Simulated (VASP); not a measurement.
# YAl3N4 (P4/mmm) in VASP: single point with PBE

Aim: the single point of YAl3N4 with PBE.

Everything below comes from runs of VASP 6.6.1. Logs are shortened: lines on timing, memory, paths and dates and some standing lists are left out, and cuts for length are marked.

## (1) The cell of the first run

It takes space group P4/mmm (No. 123, tetragonal). Conventional cell: a = 3.406 Å, b = 3.406 Å, c = 9.633 Å, α = 90.00°, β = 90.00°, γ = 90.00°. Y (site symmetry 4/mmm) has 6 N at 2.41 Å within 3.2 Å. Within 3.2 Å of Al (site symmetry 4/mmm) lie 6 N at 2.41 Å. Al (site symmetry 4mm) has 6 N at 2.41 Å within 3.2 Å. Within 3.2 Å of N (site symmetry 4mm) lie 5 Al at 2.41 Å and 1 Y at 2.41 Å. Within 3.2 Å of N (site symmetry 4/mmm) lie 4 Y at 2.41 Å and 2 Al at 2.41 Å. Within 3.2 Å of N (site symmetry 4/mmm) lie 6 Al at 2.41 Å.

## (2) Single point, PBE

File INCAR:

```
PREC = Accurate ; ENCUT = 520
EDIFF = 1E-7 ; ISMEAR = 0
SIGMA = 0.1 ; LREAL = False
LASPH = True ; NELM = 80
ALGO = Normal ; ISIF = 2
LWAVE = False ; LCHARG = True
GGA = PE ; LELF = True
LVHAR = True ; NBANDS = 30
```

File KPOINTS:

```
regular mesh
0
Gamma
  6 6 2
```

File POSCAR:

```
YAl3N4
1.0
    3.4059072300      0.0000000000      0.0000000000
    0.0000000000      3.4059072300      0.0000000000
    0.0000000000      0.0000000000      9.6333604000
Y Al N
1 3 4
Direct
    0.0000000000      0.0000000000      0.5000000000
    0.0000000000      0.0000000000      0.0000000000
    0.5000000000      0.5000000000      0.2500000000
    0.5000000000      0.5000000000      0.7500000000
    0.0000000000      0.0000000000      0.2500000000
    0.5000000000      0.5000000000      0.5000000000
    0.0000000000      0.0000000000      0.7500000000
    0.5000000000      0.5000000000      0.0000000000
```

Potentials or basis: VASP PAW PBE potentials, release 64 (Y_sv, Al, N).

On the command line:

```bash
> cat potpaw_PBE.64/Y_sv/POTCAR potpaw_PBE.64/Al/POTCAR potpaw_PBE.64/N/POTCAR > POTCAR
> mpirun -np 1 vasp_std > vasp.out
```

OUTCAR:

```text
PREC = Accurate
   ENCUT = 520
   EDIFF = 1E-7
   ISMEAR = 0
   LREAL = False
   LASPH = True
   NELM = 80
   ISIF = 2
   GGA = PE

 ion  position               nearest neighbor table
   1  0.000  0.000  0.500-   6 2.41   6 2.41   6 2.41   6 2.41   7 2.41   5 2.41   4 3.41   4 3.41
                             3 3.41   4 3.41   3 3.41   3 3.41   4 3.41   3 3.41
   2  0.000  0.000  0.000-   8 2.41   8 2.41   8 2.41   8 2.41   5 2.41   7 2.41
   3  0.500  0.500  0.250-   5 2.41   5 2.41   5 2.41   5 2.41   8 2.41   6 2.41   1 3.41   1 3.41
                             1 3.41   1 3.41
   4  0.500  0.500  0.750-   7 2.41   7 2.41   7 2.41   7 2.41   8 2.41   6 2.41   1 3.41   1 3.41
                             1 3.41   1 3.41
   5  0.000  0.000  0.250-   3 2.41   3 2.41   3 2.41   3 2.41   1 2.41   2 2.41
   6  0.500  0.500  0.500-   1 2.41   1 2.41   1 2.41   1 2.41   4 2.41   3 2.41
   7  0.000  0.000  0.750-   4 2.41   4 2.41   4 2.41   4 2.41   1 2.41   2 2.41
   8  0.500  0.500  0.000-   2 2.41   2 2.41   2 2.41   2 2.41   4 2.41   3 2.41

  LATTYP: Found a simple tetragonal cell.
 ALAT       =     3.4059072300
 C/A-ratio  =     2.8284271266

  Lattice vectors:

 A1 = (   3.4059072300,   0.0000000000,   0.0000000000)
 A2 = (   0.0000000000,   3.4059072300,   0.0000000000)
 A3 = (   0.0000000000,   0.0000000000,   9.6333604000)

Analysis of symmetry for initial positions (statically):
=====================================================================
 Subroutine PRICEL returns:
 Original cell was already a primitive cell.

 Routine SETGRP: Setting up the symmetry group for a
 simple tetragonal supercell.

 Subroutine GETGRP returns: Found 16 space group operations
 (whereof 16 operations were pure point group operations)
 out of a pool of 16 trial point group operations.

The static configuration has the point symmetry D_4h.

Analysis of symmetry for dynamics (positions and initial velocities):
=====================================================================
 Subroutine PRICEL returns:
 Original cell was already a primitive cell.

 Routine SETGRP: Setting up the symmetry group for a
 simple tetragonal supercell.

 Subroutine GETGRP returns: Found 16 space group operations
 (whereof 16 operations were pure point group operations)
 out of a pool of 16 trial point group operations.

The dynamic configuration has the point symmetry D_4h.

[... 109 lines left out ...]
   IBRION =     -1    ionic relax: 0-MD 1-quasi-New 2-CG
   NFREE  =      0    steps in history (QN), initial steepest desc. (CG)
   ISIF   =      2    stress and relaxation
   ISYM   =      2    0-nonsym 1-usesym 2-fastsym
   POTIM  = 0.5000    time-step for ionic-motion
   TEBEG  =    0.0;   TEEND  =   0.0 temperature during run
   PSTRESS=    0.0 pullay stress
   NELECT =      40.0000    total number of electrons
   NUPDOWN=      -1.0000    fix difference up-down
   EMIN   =  10.00;   EMAX   =-10.00  energy-range for DOS
   EFERMI =   0.00;   METHOD = LEGACY
   ISMEAR =     0;   SIGMA  =   0.10  broadening in eV -4-tet -1-fermi 0-gaus
   EFERMI_NEDOS =   21; number of points for ismear=-14 and -15
   IALGO  =     38    algorithm
   IMIX   =      4    mixing-type and parameters
     AMIX     =   0.40;   BMIX     =  1.00
     AMIX_MAG =   1.60;   BMIX_MAG =  1.00
  volume/ion in A,a.u.               =      13.97        94.26
  Fermi-wavevector in a.u.,A,eV,Ry     =   1.162377  2.196574 18.383108  1.351120
  Thomas-Fermi vector in A             =   2.298939
   LORBIT       =      0    0 simple, 1 ext, 2 COOP (PROOUT), +10 PAW based schemes
   GGA     = PE    functional components
   LHFCALC =     F    Hartree Fock is set to
   AEXX    =    0.0000 exact exchange contribution
   IVDW    =     0    specifies the selected vdW correction
   LEPSILON=     F    determine dielectric tensor
   LRPA    =     F    only Hartree local field effects (RPA)
 non-spin polarized calculation
 Gauss-broadening in eV      SIGMA  =   0.10
  energy-cutoff  :      520.00
  volume of cell :      111.75
 maximum number of plane-waves:      3031
 NGX is ok and might be reduce to    28
   NGX = 13   NGY = 13   NGZ = 35

 number of electron      39.9999992 magnetization

 Free energy of the ion-electron system (eV)
  ---------------------------------------------------
  ext. energy  EPLUGINS =         0.00000000
  ---------------------------------------------------
  free energy    TOTEN  =       -54.94872789 eV

  energy without entropy =      -54.94627496  energy(sigma->0) =      -54.94750142

 E-fermi :   4.6727     XC(G=0): -10.4016

 val. band max:        4.6513418196   @ k =   0.0000   0.0000   0.0000
 cond. band min:       4.8139685993   @ k =   0.5000   0.5000   0.0000
 fundamental gap:      0.1626267797
 Fermi energy:         4.6727174590

 k-point     1 :       0.0000    0.0000    0.0000
  band No.  band energies     occupation
      1     -36.0885      2.00000
      2     -16.3318      2.00000
      3     -15.9235      2.00000
      4     -15.9235      2.00000
      5      -9.2141      2.00000
      6      -8.3354      2.00000
[... 649 lines left out ...]
     29      12.3799      0.00000
     30      12.8329      0.00000

------------------------ aborting loop because EDIFF is reached ----------------------------------------

  FORCE on cell =-STRESS in cart. coord.  units (eV):
  Direction    XX          YY          ZZ          XY          YZ          ZX
  --------------------------------------------------------------------------------------
  -------------------------------------------------------------------------------------
  Total      -20.6667318    -20.6667318    -22.9561204      0.0000000      0.0000000     -0.0000000
  in kB     -296.3049792   -296.3049792   -329.1286127      0.0000000      0.0000000     -0.0000000
  external PRESSURE =    -307.2461903 kB  Pullay stress =       0.0000000 kB

 VOLUME and BASIS-vectors are now :
 -----------------------------------------------------------------------------
  energy-cutoff  :      520.00
  volume of cell :      111.75
      direct lattice vectors                 reciprocal lattice vectors
     3.405907230  0.000000000  0.000000000     0.293607527  0.000000000  0.000000000
     0.000000000  3.405907230  0.000000000     0.000000000  0.293607527  0.000000000
     0.000000000  0.000000000  9.633360400     0.000000000  0.000000000  0.103805937

 POSITION                                       TOTAL-FORCE (eV/Angst)
 -----------------------------------------------------------------------------------
      0.00000      0.00000      4.81668        -0.000000     -0.000000      0.000000
      0.00000      0.00000      0.00000        -0.000000     -0.000000      0.000000
      1.70295      1.70295      2.40834         0.000000      0.000000     -0.589265
      1.70295      1.70295      7.22502        -0.000000      0.000000      0.589265
      0.00000      0.00000      2.40834        -0.000000     -0.000000     -1.389455
      1.70295      1.70295      4.81668        -0.000000     -0.000000      0.000000
      0.00000      0.00000      7.22502        -0.000000     -0.000000      1.389455
      1.70295      1.70295      0.00000        -0.000000     -0.000000      0.000000
 -----------------------------------------------------------------------------------
    total drift:                               -0.000000      0.000000      0.000000

  FREE ENERGIE OF THE ION-ELECTRON SYSTEM (eV)
  ---------------------------------------------------
  free  energy   TOTEN  =       -54.9487278874 eV

  energy  without entropy=      -54.9462749609  energy(sigma->0) =      -54.94750142
```

stdout:

```text
POSCAR found type information on POSCAR Y AlN
 POSCAR found :  3 types and       8 ions
 scaLAPACK will be used
 LDA part: xc-table for (Slater+PW92), standard interpolation
 POSCAR, INCAR and KPOINTS ok, starting setup
 FFT: planning ... GRIDC
 FFT: planning ... GRID_SOFT
 FFT: planning ... GRID
 WAVECAR not read
 entering main loop
```

Run time: 100 s. Hardware: 1 thread of Intel Xeon 8259CL, shared host; peak memory 0.27 GiB.

Results:

| Item | Value |
| --- | --- |
| Free energy | -54.9487 eV |
| Pressure | -30.7 GPa |
| Largest force | 1.389 eV/Å |
| Band gap on the k mesh | zero (filled and empty bands touch) |

Forces on the atoms (eV/Å):
```
Y    0.000  0.000  0.000
Al   0.000  0.000  0.000
Al   0.000  0.000 -0.589
Al   0.000  0.000  0.589
N    0.000  0.000 -1.389
N    0.000  0.000  0.000
N    0.000  0.000  1.389
N    0.000  0.000  0.000
```

Levels at points of the mesh, in eV from the Fermi level:
| k point | band 16 | band 17 | band 18 | band 19 | band 20 | band 21 | band 22 | band 23 | band 24 | band 25 |
| --- | --- | --- | --- | --- | --- | --- | --- | --- | --- | --- |
| (0.00, 0.00, 0.00) | -0.66 | -0.66 | -0.30 | -0.18 | -0.02 | -0.02 | 1.36 | 1.40 | 2.73 | 5.44 |
| (0.50, 0.00, 0.00) | -1.39 | -0.91 | -0.79 | -0.76 | -0.57 | 3.27 | 3.45 | 4.45 | 4.56 | 5.18 |
| (0.50, 0.50, 0.00) | -2.64 | -2.04 | -1.17 | -0.68 | -0.68 | 0.14 | 1.90 | 2.78 | 2.78 | 3.31 |
| (0.00, 0.00, 0.50) | -1.38 | -0.64 | -0.64 | -0.08 | -0.08 | 1.34 | 1.37 | 1.39 | 1.98 | 5.48 |
| (0.50, 0.00, 0.50) | -1.58 | -0.93 | -0.76 | -0.71 | -0.57 | 3.66 | 3.70 | 3.82 | 4.36 | 5.03 |
| (0.50, 0.50, 0.50) | -2.69 | -2.18 | -2.01 | -0.77 | -0.77 | 1.56 | 1.72 | 2.46 | 3.08 | 3.08 |

Caveat: the cell stands under tension; semilocal functionals underestimate gaps, and a narrow one can read as zero; forces of over 1 eV/Å act on the atoms, so gaps and moduli don't describe the material at rest.

The gap in the log of VASP goes by the Fermi energy; the results here count the filled bands.